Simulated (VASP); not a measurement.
# TiO (P-6m2) in VASP: notebook, part 2 of 2

VASP 6.6.1. Earlier steps stand in the parts before.

## (4) Single point, r2SCAN

The input, POSCAR:

```
TiO
1.0
    3.0309987015      0.0000000000      0.0000000000
   -1.5154993507      2.6249218743      0.0000000000
    0.0000000000      0.0000000000      3.2377000000
Ti O
1 1
Direct
    0.6666666667      0.3333333333      0.0000000000
    0.0000000000      0.0000000000      0.5000000000
```

The input, INCAR.step1:

```
ALGO     = Normal         # electronic algorithm
EDIFF    = 1E-4           # SCF threshold, eV
ENCUT    = 520            # plane-wave cutoff, eV
GGA      = PE             # functional
ISMEAR   = 0              # smearing method
LASPH    = True           # aspherical terms in the spheres
LCHARG   = False          # write CHGCAR
LREAL    = False          # projectors in reciprocal space
LWAVE    = True           # write WAVECAR
NBANDS   = 16             # bands
NELM     = 100            # most SCF steps
PREC     = Accurate       # precision mode
SIGMA    = 0.01           # smearing width, eV
```

The input, INCAR.step2:

```
ALGO     = Normal         # electronic algorithm
EDIFF    = 1E-7           # SCF threshold, eV
ENCUT    = 520            # plane-wave cutoff, eV
ISIF     = 2              # what is computed and relaxed
ISMEAR   = 0              # smearing method
ISTART   = 1            
LASPH    = True           # aspherical terms in the spheres
LCHARG   = True           # write CHGCAR
LELF     = True           # ELF
LMIXTAU  = True         
LREAL    = False          # projectors in reciprocal space
LVHAR    = True         
LWAVE    = False          # write WAVECAR
METAGGA  = R2SCAN         # meta-GGA
NBANDS   = 16             # bands
NELM     = 100            # most SCF steps
PREC     = Accurate       # precision mode
SIGMA    = 0.01           # smearing width, eV
```

The input, KPOINTS:

```
k-points
0
Gamma
  18 18 12
```

Run with:

```bash
$ cat potpaw_PBE.64/Ti_sv/POTCAR potpaw_PBE.64/O/POTCAR > POTCAR
$ cp INCAR.step1 INCAR
$ mpirun -np 1 vasp_std > vasp.out
$ cp INCAR.step2 INCAR
$ mpirun -np 1 vasp_std > vasp.out
```

Wall time 6.9 min (1 thread of Intel Xeon 8259CL, shared host); peak memory 0.23 GiB.

The run converged. Its results:

```
Free energy            : -23.2922 eV
Pressure               : -39.2 GPa
Band gap on the k mesh : 0.17 eV
```

Stress tensor (GPa, compression positive):
```
-32.16   0.00   0.00
  0.00 -32.16   0.00
  0.00   0.00 -53.25
```

Levels at points of the mesh, in eV from the valence-band top:
```tsv
k point	band 6	band 7	band 8	band 9	band 10	band 11	band 12	band 13
(0.00, 0.00, 0.00)	-4.65	-4.01	-4.01	-2.42	0.97	1.09	1.09	1.76
(0.50, 0.00, 0.00)	-6.95	-5.19	-4.04	-1.64	1.42	1.58	2.14	2.28
(0.00, 0.00, 0.50)	-7.55	-3.77	-3.77	0.00	0.17	0.17	1.86	1.86
(0.50, 0.00, 0.50)	-6.24	-6.17	-4.72	-0.88	1.27	1.89	2.25	2.68
```

Caveat: the cell stands under tension; the PAW data sets were made with another functional, which shifts forces and pressure a little.

## (5) Single point, r2SCAN

POSCAR is that of step 4.

The input, INCAR.step1:

```
SYSTEM = TiO
PREC = Accurate
ENCUT = 520
ISMEAR = 0
SIGMA = 0.01
LREAL = .False.
LASPH = .True.
NELM = 100
NBANDS = 16
GGA = PE
ALGO = Normal
EDIFF = 1E-4
LWAVE = .True.
LCHARG = .False.
```

The input, INCAR.step2:

```
SYSTEM = TiO
PREC = Accurate
ENCUT = 520
EDIFF = 1E-6
ISMEAR = 0
SIGMA = 0.01
LREAL = .False.
LASPH = .True.
NELM = 100
ALGO = Normal
ISIF = 2
LWAVE = .False.
LCHARG = .False.
METAGGA = R2SCAN
LMIXTAU = .True.
NBANDS = 16
ISTART = 1
```

The input, KPOINTS:

```
Automatic mesh
0
Gamma
  18 18 14
  0 0 0
```

Run with:

```bash
$ cat potpaw_PBE.64/Ti_sv/POTCAR potpaw_PBE.64/O/POTCAR > POTCAR
$ cp INCAR.step1 INCAR
$ mpirun -np 1 vasp_std > vasp.out
$ cp INCAR.step2 INCAR
$ mpirun -np 1 vasp_std > vasp.out
```

Wall time 6.5 min (1 thread of Intel Xeon 8259CL, shared host); peak memory 0.24 GiB.

Results (log left out):

* Free energy: -23.2922 eV
* Pressure: -39.2 GPa
* Band gap on the k mesh: 0.17 eV

Stress tensor (GPa, compression positive):
```
-32.16   0.00   0.00
  0.00 -32.16   0.00
  0.00   0.00 -53.25
```

Levels at points of the mesh, in eV from the valence-band top:
```csv
k point,band 6,band 7,band 8,band 9,band 10,band 11,band 12,band 13
"(0.00, 0.00, 0.00)",-4.65,-4.01,-4.01,-2.42,0.97,1.09,1.09,1.76
"(0.50, 0.00, 0.00)",-6.95,-5.19,-4.04,-1.64,1.42,1.58,2.14,2.28
"(0.00, 0.00, 0.50)",-7.55,-3.77,-3.77,0.00,0.17,0.17,1.86,1.86
"(0.50, 0.00, 0.50)",-6.24,-6.17,-4.72,-0.88,1.27,1.89,2.25,2.68
```

Caveat: the cell stands under tension; the PAW data sets were made with another functional, which shifts forces and pressure a little.

## (6) Single point, r2SCAN

POSCAR is that of step 5.

The input, INCAR.step1:

```
  PREC = Accurate
  ENCUT = 520
  ISMEAR = 0
  SIGMA = 0.01
  LREAL = F
  LASPH = T
  NELM = 60
  NBANDS = 16
  ISYM = 0
  GGA = PE
  ALGO = Normal
  EDIFF = 1E-4
  LWAVE = T
  LCHARG = F
```

The input, INCAR.step2:

```
  PREC = Accurate
  ENCUT = 520
  EDIFF = 1E-6
  ISMEAR = 0
  SIGMA = 0.01
  LREAL = F
  LASPH = T
  NELM = 60
  ALGO = Normal
  ISIF = 2
  LWAVE = F
  LCHARG = F
  METAGGA = R2SCAN
  LMIXTAU = T
  NBANDS = 16
  ISYM = 0
  ISTART = 1
```

The input, KPOINTS:

```
Automatic mesh
0
Gamma
  12 12 8
  0.5 0.5 0.5
```

Potentials or basis: VASP PAW PBE potentials, release 64 (Ti_sv, O).

Run with:

```bash
$ cat potpaw_PBE.64/Ti_sv/POTCAR potpaw_PBE.64/O/POTCAR > POTCAR
$ cp INCAR.step1 INCAR
$ mpirun -np 1 vasp_std > vasp.out
$ cp INCAR.step2 INCAR
$ mpirun -np 1 vasp_std > vasp.out
```

Wall time 27 min (1 thread of Intel Xeon 8259CL, shared host); peak memory 0.74 GiB.

Results (log left out):

| Property | Result |
| --- | --- |
| Free energy | -23.2922 eV |
| Pressure | -39.2 GPa |
| Band gap on the k mesh | 0.37 eV |

Stress tensor (GPa, compression positive):
```
-32.17   0.00   0.00
  0.00 -32.17   0.00
  0.00   0.00 -53.27
```

Levels at points of the mesh, in eV from the valence-band top:
```tsv
k point	band 6	band 7	band 8	band 9	band 10	band 11	band 12	band 13
(0.04, 0.04, 0.06)	-4.73	-4.06	-3.84	-1.99	1.09	1.22	1.45	1.95
```

Caveat: the cell stands under tension; the PAW data sets were made with another functional, which shifts forces and pressure a little; a shifted mesh leaves out Γ, where band edges can lie.

## (7) The runs side by side

| k mesh | gap on the mesh (eV) | pressure (GPa) |
| --- | --- | --- |
| 12 × 12 × 10 | 0.17 | -39.2 |
| 12 × 12 × 12 | 0.17 | -39.2 |
| 18 × 18 × 12 | 0.17 | -39.2 |
| 18 × 18 × 14 | 0.17 | -39.2 |
| 12 × 12 × 8, shifted | 0.37 | -39.2 |

Alike in all rows: task single point; level r2SCAN; potentials or basis VASP PAW PBE potentials, release 64 (Ti_sv, O); no spin polarisation; cell as given; cutoff (eV) 520; smearing gaussian 0.01 eV.

Caveats: the cell stands under tension; the PAW data sets were made with another functional, which shifts forces and pressure a little; a shifted mesh leaves out Γ, where band edges can lie (at least some runs).

Absolute energies hang on the potentials; compare differences alone.
